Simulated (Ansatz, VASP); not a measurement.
## One calculation of AlCu3, two programs

INCAR

```
SYSTEM = AlCu3
  PREC = Accurate
  ENCUT = 520
  EDIFF = 1E-6
  ISMEAR = 0
  SIGMA = 0.1
  LREAL = .FALSE.
  LASPH = .TRUE.
  NELM = 60
  ALGO = Fast
  ISIF = 2
  LWAVE = .FALSE.
  LCHARG = .FALSE.
  GGA = PS
  NBANDS = 26
```

File KPOINTS:

```
regular mesh
0
G
  12 12 12
  0 0 0
```

Contents of POSCAR:

```
AlCu3
1.0
    3.7288930670     -0.2182426002      0.2182426002
   -0.2182426002      3.7288930670     -0.2182426002
    0.2182426002     -0.2182426002      3.7288930670
Al Cu
1 3
Direct
    0.0000000000      0.0000000000      0.0000000000
    0.5000000000      0.5000000000      0.0000000000
    0.5000000000      0.0000000000      0.5000000000
    0.0000000000      0.5000000000      0.5000000000
```

Input for Ansatz:

```yaml
crystal:
  lattice:
    - [3.728893067, -0.2182426002, 0.2182426002]
    - [-0.2182426002, 3.728893067, -0.2182426002]
    - [0.2182426002, -0.2182426002, 3.728893067]
  atoms:
    - { symbol: Al, position: [0.0, 0.0, 0.0] }
    - { symbol: Cu, position: [0.5, 0.5, 0.0] }
    - { symbol: Cu, position: [0.5, 0.0, 0.5] }
    - { symbol: Cu, position: [0.0, 0.5, 0.5] }
basis:
  ecutwfc: 420
kpoints:
  mp_grid: { grid: [12, 12, 12] }
hamiltonian:
  xc: pbesol
scf:
  occupations: { method: gaussian, width: 0.1 }
output:
  forces: true
  stress: true
  eigenvalues: true
```

Alike in both runs: task single point; functional PBEsol; k mesh 12 × 12 × 12; occupations gaussian, width 0.1 eV; no spin polarisation.

|  | VASP | Ansatz |
| --- | --- | --- |
| version | VASP 6.6.1 | Ansatz 0.2.0 |
| potentials or method | VASP PAW PBE potentials, release 64 (Al, Cu), cutoff 520 eV | scalar-relativistic, plane waves, PAW |
| valence electrons in the cell | 36 | 60 |

```tsv
	VASP	Ansatz	Ansatz less VASP
gap on the k mesh at the Fermi level (eV)	none	none	-
pressure (GPa)	-3.2	-3.8	-0.52
traceless stress, the component that is largest in VASP (GPa)	7.72	7.66	-0.061
```

VASP's potentials were made for PBE, not for PBEsol. A gap of «none» marks a metal or a gap that the smearing closes. With one functional, cell and mesh, what is left measures potentials, basis and numerics. VASP's potentials hold 36 valence electrons a cell and Ansatz's 60, so a difference there can come from the potentials and not from the codes.
